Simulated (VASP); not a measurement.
Wanted: the native input for a VASP 6.6.1 run.

| Property | Result |
| --- | --- |
| Task | single point |
| Functional | PBE |
| Potentials or basis | VASP PAW PBE potentials, release 64 (Zr_sv) |
| Cutoff | 520 eV |
| k mesh | 18 × 18 × 10 |
| Occupations | fermi-dirac, width 0.1 eV |
| Spin | no spin polarisation |
| Dipole correction | no |
| Further INCAR settings | ALGO = Normal; EDIFF = 1e-06; NBANDS = 19 |

The structure of Zr lies in POSCAR:

```
Zr
1.0
    3.3158644384      0.0000000000      0.0000000000
   -1.6579322192      2.8716228391      0.0000000000
    0.0000000000      0.0000000000      5.3085561394
Zr
2
Direct
    0.3333333333      0.6666666667      0.2500000000
    0.6666666667      0.3333333333      0.7500000000
```

The input as run:

INCAR

```
PREC = Accurate ; ENCUT = 520
EDIFF = 1E-6 ; ISMEAR = -1
SIGMA = 0.1 ; LREAL = F
LASPH = T ; NELM = 80
ALGO = Normal ; ISIF = 2
LWAVE = F ; LCHARG = F
GGA = PE ; NBANDS = 19
```

KPOINTS

```
regular mesh
0
Gamma
  18 18 10
```

Potentials or basis: VASP PAW PBE potentials, release 64 (Zr_sv).

The run is started by

```sh
$ cat potpaw_PBE.64/Zr_sv/POTCAR > POTCAR
$ mpirun -np 1 vasp_std > vasp.out
```

Results of the run:

| Item | Value |
| --- | --- |
| Pressure | -6.3 GPa |
| Band gap on the k mesh | zero (bands 12 and 13 overlap by 1.14 eV) |

Caveat: the cell stands under tension.

It took 2.5 min on 1 thread of Intel(R) Xeon(R) Platinum 8375C CPU @ 2.90GHz (Ice Lake), on a shared host, peak memory 0.3 GiB.
